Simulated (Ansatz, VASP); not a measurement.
**One calculation of SrCl2, two programs**

Contents of INCAR:

```
SYSTEM = SrCl2
PREC = Accurate
ENCUT = 520
EDIFF = 1E-7
ISMEAR = 0
SIGMA = 0.05
LREAL = .False.
LASPH = .True.
NELM = 60
ALGO = Normal
ISIF = 2
LWAVE = .False.
LCHARG = .True.
GGA = CA
LELF = .True.
LVHAR = .True.
NBANDS = 19
```

File KPOINTS:

```
Automatic mesh
0
Gamma
  6 6 6
  0 0 0
```

Contents of POSCAR:

```
SrCl2
1.0
    0.0000000000      3.6249200000      3.4855000000
    3.6249200000      0.0000000000      3.4855000000
    3.6249200000      3.6249200000      0.0000000000
Sr Cl
1 2
Direct
    0.0000000000      0.0000000000      0.0000000000
    0.2500000000      0.2500000000      0.2500000000
    0.7500000000      0.7500000000      0.7500000000
```

Input for Ansatz:

```yaml
crystal:
  lattice:
    - [0.0, 3.62492, 3.4855]
    - [3.62492, 0.0, 3.4855]
    - [3.62492, 3.62492, 0.0]
  atoms:
    - { symbol: Sr, position: [0.0, 0.0, 0.0] }
    - { symbol: Cl, position: [0.25, 0.25, 0.25] }
    - { symbol: Cl, position: [0.75, 0.75, 0.75] }
basis:
  ecutwfc: 420
kpoints:
  mp_grid: { grid: [6, 6, 6] }
hamiltonian:
  xc: lda
scf:
  occupations: { method: gaussian, width: 0.05 }
output:
  forces: true
  stress: true
  eigenvalues: true
```

Change from the starting cell: strain +0.040 along x and y, +0.000 along z, atoms carried along.

Alike in both runs: task single point; functional LDA; k mesh 6 × 6 × 6; occupations gaussian, width 0.05 eV; no spin polarisation.

|  | VASP | Ansatz |
| --- | --- | --- |
| version | VASP 6.6.1 | Ansatz 0.2.0 |
| potentials or method | VASP PAW LDA potentials, release 64 (Sr_sv, Cl), cutoff 520 eV | scalar-relativistic, plane waves, PAW |
| valence electrons in the cell | 24 | 24 |

Ansatz gave:

* gap on the k mesh at the Fermi level (eV): 4.42
* least direct gap on the mesh (eV): 4.70
* pressure (GPa): -4.7
* traceless stress, the component that is largest in VASP (GPa): 1.17

Task: Estimate VASP's values.

Result: gap on the k mesh at the Fermi level (eV): 4.43; least direct gap on the mesh (eV): 4.71; pressure (GPa): -4.7; traceless stress, the component that is largest in VASP (GPa): 1.17.

LDA's correlation is that of Perdew and Zunger in VASP and of Perdew and Wang (1992) in Ansatz.
